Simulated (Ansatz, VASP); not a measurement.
**NaHgF3 in VASP and in Ansatz**

```
Na Hg F
1.0
     4.49882    0.00000    0.00000
     0.00000    4.49882    0.00000
     0.00000    0.00000    4.49882
Na Hg F
1 1 3
Cartesian
  0.0000 0.0000 0.0000
  2.2494 2.2494 2.2494
  2.2494 2.2494 0.0000
  2.2494 0.0000 2.2494
  0.0000 2.2494 2.2494
```

Alike in both runs: task single point; functional r2SCAN; k mesh 6 × 6 × 6; no spin polarisation.

|  | VASP | Ansatz |
| --- | --- | --- |
| version | VASP 6.6.1 | Ansatz 0.2.0 |
| potentials or method | VASP PAW PBE potentials, release 64 (Na_pv, Hg, F) | plane waves, PAW |
| plane-wave cutoff (eV) | 520 | 500 |
| occupations | gaussian, width 0.01 eV | fixed |
| valence electrons in the cell | 40 | 50 |

VASP gave:

```
gap on the k mesh at the Fermi level (eV) : 0.83
pressure (GPa)                            : 0.5
```

Estimate Ansatz's values.

gap on the k mesh at the Fermi level (eV): 0.88; pressure (GPa): 0.0.

VASP's potentials were made for PBE, not for r2SCAN. VASP's potentials hold 40 valence electrons a cell and Ansatz's 50, so a difference there can come from the potentials and not from the codes.

Spin-orbit coupling is off throughout.
